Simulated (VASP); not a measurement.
Wanted: the native input for a VASP 6.6.1 run.

```
Task                   : single point
Functional             : PBEsol
Potentials or basis    : VASP PAW PBE potentials, release 64 (Ti_sv, Si)
Cutoff                 : 520 eV
k mesh                 : 3 × 3 × 3
Occupations            : gaussian, width 0.02 eV
Spin                   : collinear spin
Dipole correction      : no
Further INCAR settings : LREAL = Auto; ALGO = Normal; EDIFF = 1e-06; NBANDS = 94
```

The structure of TiSi31 (a cell with a defect) lies in POSCAR:

```
TiSi31
1.0
   -5.4338341610      5.4338341610     -5.4338341610
    5.4338341610     -5.4338341610     -5.4338341610
   -5.4338341610     -5.4338341610      5.4338341610
Ti Si
1 31
Direct
    0.0010297306      0.5004159142      0.7500951260
    0.7488180544      0.4999411843      0.0028925411
    0.5005365762      0.5003816584      0.2503737472
    0.2528178807      0.2482324000      0.7498018071
    0.2524885017      0.4999328010      0.4987568796
    0.0000871896      0.2485931609      0.0024556310
    0.7471971909      0.2466180618      0.2455832516
    0.5005045267     -0.0004441831      0.7496378552
    0.4962451052      0.2470678432      0.4970929116
    0.2515759045      0.0043317955      0.0014142680
    0.0003524595     -0.0001465934      0.2498759862
    0.7489975887      0.7516008382      0.7497483536
    0.7476841035     -0.0036374298      0.4975786914
    0.5037404532      0.7509038032      0.0010132245
    0.2512312628      0.7506247791      0.2534642176
    0.0001088701      0.7524500146      0.4987131881
    0.2642245943      0.7643971492      0.0140999049
    0.0003200825      0.7512662451      0.2494499222
    0.7490325126      0.7483488872      0.4989014417
    0.4993131106      0.4996991159      0.0013542415
    0.4998027333      0.7509357451      0.7498741900
    0.2515454067      0.4995681513      0.2493771866
   -0.0004736548      0.4995071181      0.4855753068
    0.7486248269      0.2483887894     -0.0022296950
    0.7366372265      0.4990366443      0.7500459572
    0.5009476192      0.2522597144      0.2505843257
    0.2482727622      0.2486498164      0.4985323339
   -0.0001711238     -0.0009802003      0.0009710116
    0.0003987637      0.2363403648      0.7500597909
    0.7521477228      0.0000383152      0.2504979403
    0.5004779575      0.0001346214      0.5014651864
    0.2519308413     -0.0010221613      0.7499294567
```

The input as run:

INCAR

```
SYSTEM = TiSi31
PREC = Accurate
ENCUT = 520
EDIFF = 1E-6
ISMEAR = 0
SIGMA = 0.02
LREAL = Auto
LASPH = .TRUE.
NELM = 150
ALGO = Normal
ISIF = 2
LWAVE = .FALSE.
LCHARG = .FALSE.
ISPIN = 2
MAGMOM = 2 0 0 0 0 0 0 0 0 0 0 0 0 0 0 0 0 0 0 0 0 0 0 0 0 0 0 0 0 0 0 0
LORBIT = 11
LMAXMIX = 4
GGA = PS
NBANDS = 94
KPAR = 4
```

KPOINTS

```
regular mesh
0
G
  3 3 3
  0 0 0
```

Potentials or basis: VASP PAW PBE potentials, release 64 (Ti_sv, Si).

Launch:

```bash
$ cat potpaw_PBE.64/Ti_sv/POTCAR potpaw_PBE.64/Si/POTCAR > POTCAR
$ mpirun -np 4 vasp_std > vasp.out
```

It gave:

- Pressure: 1.3 GPa
- Largest force: 0.033 eV/Å
- Band gap on the k mesh: 0.35 eV
- Net moment: 0.00 μB per cell
- Valence electrons inside the program's atomic spheres: Ti 10.27; Si 1.69, 1.70, 1.74 (each value once)

Caveat: the PAW data sets were made with another functional, which shifts forces and pressure a little.

It took 10 min on 4 MPI ranks on Intel(R) Xeon(R) 6975P-C (Granite Rapids), with other jobs on the host, peak memory 1.6 GiB a rank.
